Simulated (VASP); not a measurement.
# Si (I4/mmm) in VASP: further runs

Runs on Si. Level: r2SCAN. Tasks: single point.

All numbers are computed with VASP 6.6.1; they aren't measurements. Logs are shortened: lines on timing, memory, paths and dates and some standing lists are left out, and cuts for length are marked.

## Step 1: The cell of the first run

It takes space group I4/mmm (No. 139, tetragonal). Conventional cell: a = 3.303 Å, b = 3.303 Å, c = 2.641 Å, α = 90.00°, β = 90.00°, γ = 90.00°. Within 3.5 Å of Si (site symmetry 4/mmm) lie 14 Si at 2.64 to 3.30 Å.

## Step 2: Single point, r2SCAN (strain +0.015 along x and y, +0.000 along z)

Input file POSCAR:

```
Si
1.0
   -1.6513186540      1.6513186540      1.3203298500
    1.6513186540     -1.6513186540      1.3203298500
    1.6513186540      1.6513186540     -1.3203298500
Si
1
Direct
    0.0000000000      0.0000000000      0.0000000000
```

Input file INCAR.step1:

```
SYSTEM = Si
PREC = Accurate
ENCUT = 520
ISMEAR = 0
SIGMA = 0.15
LREAL = .False.
LASPH = .True.
NELM = 100
NBANDS = 8
GGA = PE
ALGO = Normal
EDIFF = 1E-4
LWAVE = .True.
LCHARG = .False.
```

Input file INCAR.step2:

```
SYSTEM = Si
PREC = Accurate
ENCUT = 520
EDIFF = 1E-6
ISMEAR = 0
SIGMA = 0.15
LREAL = .False.
LASPH = .True.
NELM = 100
ALGO = Normal
ISIF = 2
LWAVE = .False.
LCHARG = .False.
METAGGA = R2SCAN
LMIXTAU = .True.
NBANDS = 8
ISTART = 1
```

Input file KPOINTS:

```
regular mesh
0
Gamma
  22 22 22
  0 0 0
```

Potentials or basis: VASP PAW PBE potentials, release 64 (Si).

Started as:

```console
cat potpaw_PBE.64/Si/POTCAR > POTCAR
cp INCAR.step1 INCAR
mpirun -np 1 vasp_std > vasp.out
cp INCAR.step2 INCAR
mpirun -np 1 vasp_std > vasp.out
```

OUTCAR:

```text
SYSTEM = Si
   PREC = Accurate
   ENCUT = 520
   EDIFF = 1E-6
   ISMEAR = 0
   LREAL = .False.
   LASPH = .True.
   NELM = 100
   ISIF = 2
   METAGGA = R2SCAN
   ISTART = 1

 ion  position               nearest neighbor table
   1  0.000  0.000  0.000-

  LATTYP: Found a body centered tetragonal cell.
 ALAT       =     3.3026373080
 C/A-ratio  =     0.7995609126

  Lattice vectors:

 A1 = (  -1.6513186540,   1.6513186540,   1.3203298500)
 A2 = (   1.6513186540,  -1.6513186540,   1.3203298500)
 A3 = (   1.6513186540,   1.6513186540,  -1.3203298500)

Analysis of symmetry for initial positions (statically):
=====================================================================
 Subroutine PRICEL returns:
 Original cell was already a primitive cell.

 Routine SETGRP: Setting up the symmetry group for a
 body centered tetragonal supercell.

 Subroutine GETGRP returns: Found 16 space group operations
 (whereof 16 operations were pure point group operations)
 out of a pool of 16 trial point group operations.

The static configuration has the point symmetry D_4h.

Analysis of symmetry for dynamics (positions and initial velocities):
=====================================================================
 Subroutine PRICEL returns:
 Original cell was already a primitive cell.

 Routine SETGRP: Setting up the symmetry group for a
 body centered tetragonal supercell.

 Subroutine GETGRP returns: Found 16 space group operations
 (whereof 16 operations were pure point group operations)
 out of a pool of 16 trial point group operations.

The dynamic configuration has the point symmetry D_4h.

 Subroutine INISYM returns: Found 16 space group operations
 (whereof 16 operations are pure point group operations),
 and found     1 'primitive' translations

----------------------------------------------------------------------------------------

                                     Primitive cell

  volume of cell :      14.4014

  direct lattice vectors                    reciprocal lattice vectors
    -1.651318654  1.651318654  1.320329850     0.000000000  0.302788319  0.378693249
     1.651318654 -1.651318654  1.320329850     0.302788319  0.000000000  0.378693249
     1.651318654  1.651318654 -1.320329850     0.302788319  0.302788319  0.000000000

  length of vectors
     2.682718306  2.682718306  2.682718306     0.484860127  0.484860127  0.428207348

  position of ions in fractional coordinates (direct lattice)
     0.000000000  0.000000000  0.000000000

  ion indices of the primitive-cell ions
   primitive index   ion index
                 1           1

----------------------------------------------------------------------------------------

 KPOINTS: regular mesh

Automatic generation of k-mesh.
 Grid dimensions read from file:
 generate k-points for:   22   22   22

 Generating k-lattice:

  Cartesian coordinates                     Fractional coordinates (reciprocal lattice)
     0.000000000  0.013763105  0.017213329     0.045454545  0.000000000 -0.000000000
     0.013763105  0.000000000  0.017213329     0.000000000  0.045454545 -0.000000000
     0.013763105  0.013763105  0.000000000     0.000000000  0.000000000  0.045454545

  Length of vectors
     0.022039097  0.022039097  0.019463970

  Shift w.r.t. Gamma in fractional coordinates (k-lattice)
     0.000000000  0.000000000  0.000000000

 Subroutine IBZKPT returns following result:
 ===========================================

 Found    834 irreducible k-points:

 Following reciprocal coordinates:
            Coordinates               Weight
  0.000000  0.000000  0.000000      1.000000
  0.045455 -0.000000  0.000000      8.000000
  0.090909 -0.000000  0.000000      8.000000
  0.136364  0.000000  0.000000      8.000000
  0.181818 -0.000000  0.000000      8.000000
  0.227273  0.000000  0.000000      8.000000
[... 16 lines left out ...]
  0.500000  0.045455 -0.000000     16.000000
 -0.454545  0.045455  0.000000     16.000000
 [... further k-points ...]
   k-points           NKPTS =    834   k-points in BZ     NKDIM =    834   number of bands    NBANDS=      8
   number of dos      NEDOS =    301   number of ions     NIONS =      1
   total plane-waves  NPLWV =   8000
   dimension x,y,z NGX =    20 NGY =   20 NGZ =   20
   dimension x,y,z NGXF=    40 NGYF=   40 NGZF=   40
   ions per type =               1
   NGX,Y,Z   is equivalent  to a cutoff of  12.39, 12.39, 12.39 a.u.
   NGXF,Y,Z  is equivalent  to a cutoff of  24.79, 24.79, 24.79 a.u.
 SYSTEM =  Si
   PREC   = accura    normal or accurate (medium, high low for compatibility)
   ISTART =      1    job   : 0-new  1-cont  2-samecut
   ICHARG =      0    charge: 1-file 2-atom 10-const
   ISPIN  =      1    spin polarized calculation?
   LNONCOLLINEAR =      F non collinear calculations
   LSORBIT =      F    spin-orbit coupling
   LASPH  =      T    aspherical Exc in radial PAW
   ENCUT  =  520.0 eV  38.22 Ry    6.18 a.u.   4.99  4.99  4.99*2*pi/ulx,y,z
   NELM   =    100;   NELMIN=  2; NELMDL=  0     # of ELM steps
   EDIFF  = 0.1E-05   stopping-criterion for ELM
   LREAL  =      F    real-space projection
   EDIFFG = 0.1E-04   stopping-criterion for IOM
   NSW    =      0    number of steps for IOM
   IBRION =     -1    ionic relax: 0-MD 1-quasi-New 2-CG
   NFREE  =      0    steps in history (QN), initial steepest desc. (CG)
   ISIF   =      2    stress and relaxation
   ISYM   =      2    0-nonsym 1-usesym 2-fastsym
   POTIM  = 0.5000    time-step for ionic-motion
   TEBEG  =    0.0;   TEEND  =   0.0 temperature during run
   PSTRESS=    0.0 pullay stress
   NELECT =       4.0000    total number of electrons
   NUPDOWN=      -1.0000    fix difference up-down
   EMIN   =  10.00;   EMAX   =-10.00  energy-range for DOS
   EFERMI =   0.00;   METHOD = LEGACY
   ISMEAR =     0;   SIGMA  =   0.15  broadening in eV -4-tet -1-fermi 0-gaus
   EFERMI_NEDOS =   21; number of points for ismear=-14 and -15
   IALGO  =     38    algorithm
   IMIX   =      4    mixing-type and parameters
     AMIX     =   0.40;   BMIX     =  1.00
     AMIX_MAG =   1.60;   BMIX_MAG =  1.00
  volume/ion in A,a.u.               =      14.40        97.19
  Fermi-wavevector in a.u.,A,eV,Ry     =   1.068137  2.018485 15.523099  1.140916
  Thomas-Fermi vector in A             =   2.203775
   LORBIT       =      0    0 simple, 1 ext, 2 COOP (PROOUT), +10 PAW based schemes
   METAGGA = R2SCAN    functional components
   LHFCALC =     F    Hartree Fock is set to
   AEXX    =    0.0000 exact exchange contribution
   IVDW    =     0    specifies the selected vdW correction
   LEPSILON=     F    determine dielectric tensor
   LRPA    =     F    only Hartree local field effects (RPA)
 non-spin polarized calculation
 Gauss-broadening in eV      SIGMA  =   0.15
  energy-cutoff  :      520.00
  volume of cell :       14.40
 maximum number of plane-waves:       409
   NGX =  9   NGY =  9   NGZ =  9

 number of electron       4.0000000 magnetization

 Free energy of the ion-electron system (eV)
  ---------------------------------------------------
  ext. energy  EPLUGINS =         0.00000000
  ---------------------------------------------------
  free energy    TOTEN  =        -8.09293760 eV

  energy without entropy =       -8.08843690  energy(sigma->0) =       -8.09068725

 E-fermi :  10.2155     XC(G=0): -11.9453

 val. band max:       10.2110273110   @ k =  -0.2273  -0.2273   0.0455
 cond. band min:      10.2174295109   @ k =  -0.2273   0.3182   0.1364
 fundamental gap:      0.0064021998
 Fermi energy:        10.2154686630

 k-point     1 :       0.0000    0.0000    0.0000
  band No.  band energies     occupation
      1      -5.1475      2.00000
      2      20.0328      0.00000
      3      20.5383      0.00000
      4      20.5383      0.00000
      5      23.7364      0.00000
      6      24.9795      0.00000
      7      26.4448      0.00000
      8      26.4448      0.00000

 k-point     2 :       0.0455   -0.0000    0.0000
  band No.  band energies     occupation
      1      -5.0725      2.00000
      2      19.2034      0.00000
      3      20.3265      0.00000
      4      21.4334      0.00000
      5      23.2596      0.00000
      6      25.1618      0.00000
      7      25.9868      0.00000
      8      26.2233      0.00000

 k-point     3 :       0.0909   -0.0000    0.0000
  band No.  band energies     occupation
      1      -4.8477      2.00000
      2      18.2730      0.00000
      3      19.8300      0.00000
      4      21.7966      0.00000
      5      22.4041      0.00000
      6      25.2014      0.00000
      7      25.4411      0.00000
      8      26.1455      0.00000

 k-point     4 :       0.1364    0.0000    0.0000
  band No.  band energies     occupation
      1      -4.4736      2.00000
      2      17.4557      0.00000
      3      19.2419      0.00000
      4      19.8010      0.00000
      5      22.4502      0.00000
      6      24.8410      0.00000
      7      25.3411      0.00000
      8      27.1290      0.00000

 k-point     5 :       0.1818   -0.0000    0.0000
  band No.  band energies     occupation
      1      -3.9509      2.00000
      2      16.7636      0.00000
      3      17.5913      0.00000
      4      18.7014      0.00000
      5      21.5474      0.00000
      6      24.0205      0.00000
      7      26.5902      0.00000
      8      28.4151      0.00000
[... 177 lines left out ...]
 k-point    22 :       0.4545    0.0455   -0.0000
  band No.  band energies     occupation
      1       3.1362      2.00000
      2       4.4765      2.00000
      3      14.6644      0.00000
      4      15.9764      0.00000
      5      18.0294      0.00000
      6      20.4307      0.00000
      7      29.0176      0.00000
      8      33.4049      0.00000

 k-point    23 :       0.5000    0.0455   -0.0000
  band No.  band energies     occupation
      1       2.8146      2.00000
      2       4.8286      2.00000
      3      14.4061      0.00000
      4      16.1841      0.00000
      5      17.9641      0.00000
      6      20.6085      0.00000
      7      29.5383      0.00000
      8      32.9220      0.00000

 k-point    24 :      -0.4545    0.0455    0.0000
  band No.  band energies     occupation
      1       1.4024      2.00000
      2       6.5329      2.00000
      3      14.2568      0.00000
      4      16.4758      0.00000
      5      18.0531      0.00000
      6      20.9624      0.00000
      7      29.8892      0.00000
      8      32.8472      0.00000

 [... further k-points ...]

------------------------ aborting loop because EDIFF is reached ----------------------------------------

  FORCE on cell =-STRESS in cart. coord.  units (eV):
  Direction    XX          YY          ZZ          XY          YZ          ZX
  --------------------------------------------------------------------------------------
  -------------------------------------------------------------------------------------
  Total       -0.1720701     -0.1720701     -0.3277912      0.0000000     -0.0000000      0.0000000
  in kB      -19.1430835    -19.1430835    -36.4673022      0.0000000     -0.0000000      0.0000000
  external PRESSURE =     -24.9178231 kB  Pullay stress =       0.0000000 kB

 VOLUME and BASIS-vectors are now :
 -----------------------------------------------------------------------------
  energy-cutoff  :      520.00
  volume of cell :       14.40
      direct lattice vectors                 reciprocal lattice vectors
    -1.651318654  1.651318654  1.320329850     0.000000000  0.302788319  0.378693249
     1.651318654 -1.651318654  1.320329850     0.302788319  0.000000000  0.378693249
     1.651318654  1.651318654 -1.320329850     0.302788319  0.302788319  0.000000000

 POSITION                                       TOTAL-FORCE (eV/Angst)
 -----------------------------------------------------------------------------------
      0.00000      0.00000      0.00000         0.000000     -0.000000      0.000000
 -----------------------------------------------------------------------------------
    total drift:                                0.000000     -0.000000     -0.000000

  FREE ENERGIE OF THE ION-ELECTRON SYSTEM (eV)
  ---------------------------------------------------
  free  energy   TOTEN  =        -8.0929376030 eV

  energy  without entropy=       -8.0884368963  energy(sigma->0) =       -8.09068725
```

Wall time 4.7 min (1 thread of Intel Xeon Platinum 8375C at 2.90GHz (Ice Lake), shared host); peak memory 0.19 GiB.

Results:

```yaml
Free_energy: -8.0929 eV
Pressure: -2.5 GPa
Band_gap_on_the_k_mesh: zero (bands 2 and 3 overlap by 13.71 eV)
```

Caveat: the cell differs from its parent crystal (strain +0.015 along x and y, +0.000 along z); the PAW data sets were made with another functional, which shifts forces and pressure a little.

## Step 3: Single point, r2SCAN (strain +0.030 along x and y, -0.015 along z)

Input file POSCAR:

```
Si
1.0
   -1.6757223779      1.6757223779      1.3005249022
    1.6757223779     -1.6757223779      1.3005249022
    1.6757223779      1.6757223779     -1.3005249022
Si
1
Direct
    0.0000000000      0.0000000000      0.0000000000
```

INCAR.step1 is that of step 2.

INCAR.step2, as its differences from that of step 2:

```diff
@@ -3,3 +3,3 @@
 ENCUT = 520
-EDIFF = 1E-6
+EDIFF = 1E-7
 ISMEAR = 0
```

Input file KPOINTS:

```
Automatic mesh
0
Gamma
  22 22 22
  0 0 0
```

Potentials or basis: VASP PAW PBE potentials, release 64 (Si).

Started as:

```console
cat potpaw_PBE.64/Si/POTCAR > POTCAR
cp INCAR.step1 INCAR
mpirun -np 1 vasp_std > vasp.out
cp INCAR.step2 INCAR
mpirun -np 1 vasp_std > vasp.out
```

OUTCAR:

```text
SYSTEM = Si
   PREC = Accurate
   ENCUT = 520
   EDIFF = 1E-7
   ISMEAR = 0
   LREAL = .False.
   LASPH = .True.
   NELM = 100
   ISIF = 2
   METAGGA = R2SCAN
   ISTART = 1

 ion  position               nearest neighbor table
   1  0.000  0.000  0.000-

  LATTYP: Found a body centered tetragonal cell.
 ALAT       =     3.3514447558
 C/A-ratio  =     0.7760980693

  Lattice vectors:

 A1 = (  -1.6757223779,   1.6757223779,   1.3005249022)
 A2 = (   1.6757223779,  -1.6757223779,   1.3005249022)
 A3 = (   1.6757223779,   1.6757223779,  -1.3005249022)

Analysis of symmetry for initial positions (statically):
=====================================================================
 Subroutine PRICEL returns:
 Original cell was already a primitive cell.

 Routine SETGRP: Setting up the symmetry group for a
 body centered tetragonal supercell.

 Subroutine GETGRP returns: Found 16 space group operations
 (whereof 16 operations were pure point group operations)
 out of a pool of 16 trial point group operations.

The static configuration has the point symmetry D_4h.

Analysis of symmetry for dynamics (positions and initial velocities):
[... 163 lines left out ...]

 k-point     1 :       0.0000    0.0000    0.0000
  band No.  band energies     occupation
      1      -5.2040      2.00000
      2      19.4045      0.00000
      3      19.7784      0.00000
      4      19.7784      0.00000
      5      22.9999      0.00000
      6      25.0254      0.00000
      7      26.7074      0.00000
      8      26.7074      0.00000
[... 243 lines left out ...]
 k-point    24 :      -0.4545    0.0455    0.0000
  band No.  band energies     occupation
      1       1.3625      2.00000
      2       6.5745      2.00000
      3      13.8844      0.00000
      4      16.1104      0.00000
      5      17.6765      0.00000
      6      20.6309      0.00000
      7      29.2430      0.00000
      8      32.2015      0.00000

 [... further k-points ...]

------------------------ aborting loop because EDIFF is reached ----------------------------------------

  FORCE on cell =-STRESS in cart. coord.  units (eV):
  Direction    XX          YY          ZZ          XY          YZ          ZX
  --------------------------------------------------------------------------------------
  -------------------------------------------------------------------------------------
  Total       -0.2690940     -0.2690940     -0.3554515      0.0000000      0.0000000      0.0000000
  in kB      -29.5142503    -29.5142503    -38.9859542      0.0000000      0.0000000      0.0000000
  external PRESSURE =     -32.6714850 kB  Pullay stress =       0.0000000 kB

 VOLUME and BASIS-vectors are now :
 -----------------------------------------------------------------------------
  energy-cutoff  :      520.00
  volume of cell :       14.61
      direct lattice vectors                 reciprocal lattice vectors
    -1.675722378  1.675722378  1.300524902     0.000000000  0.298378781  0.384460151
     1.675722378 -1.675722378  1.300524902     0.298378781  0.000000000  0.384460151
     1.675722378  1.675722378 -1.300524902     0.298378781  0.298378781  0.000000000

 POSITION                                       TOTAL-FORCE (eV/Angst)
 -----------------------------------------------------------------------------------
      0.00000      0.00000      0.00000        -0.000000     -0.000000      0.000000
 -----------------------------------------------------------------------------------
    total drift:                                0.000000      0.000000     -0.000000

  FREE ENERGIE OF THE ION-ELECTRON SYSTEM (eV)
  ---------------------------------------------------
  free  energy   TOTEN  =        -8.0917520928 eV

  energy  without entropy=       -8.0872819296  energy(sigma->0) =       -8.08951701
```

OUTCAR.step1:

```text
SYSTEM = Si
   PREC = Accurate
   ENCUT = 520
   ISMEAR = 0
   LREAL = .False.
   LASPH = .True.
   NELM = 100
[... 481 lines left out ...]
 -----------------------------------------------------------------------------------
      0.00000      0.00000      0.00000         0.000000      0.000000      0.000000
 -----------------------------------------------------------------------------------
    total drift:                                0.000000      0.000000     -0.000000

  FREE ENERGIE OF THE ION-ELECTRON SYSTEM (eV)
  ---------------------------------------------------
  free  energy   TOTEN  =        -4.9408813522 eV

  energy  without entropy=       -4.9361489509  energy(sigma->0) =       -4.93851515
```

Run time: 6.2 min. Hardware: 1 thread of Intel Xeon Platinum 8375C at 2.90GHz (Ice Lake), shared host; peak memory 0.19 GiB.

What came out:

```
Free energy            : -8.0918 eV
Pressure               : -3.3 GPa
Band gap on the k mesh : zero (bands 2 and 3 overlap by 13.08 eV)
```

Caveat: the cell differs from its parent crystal (strain +0.030 along x and y, -0.015 along z); the cell stands under tension; the PAW data sets were made with another functional, which shifts forces and pressure a little.

(Part 1 of 2 ends here.)
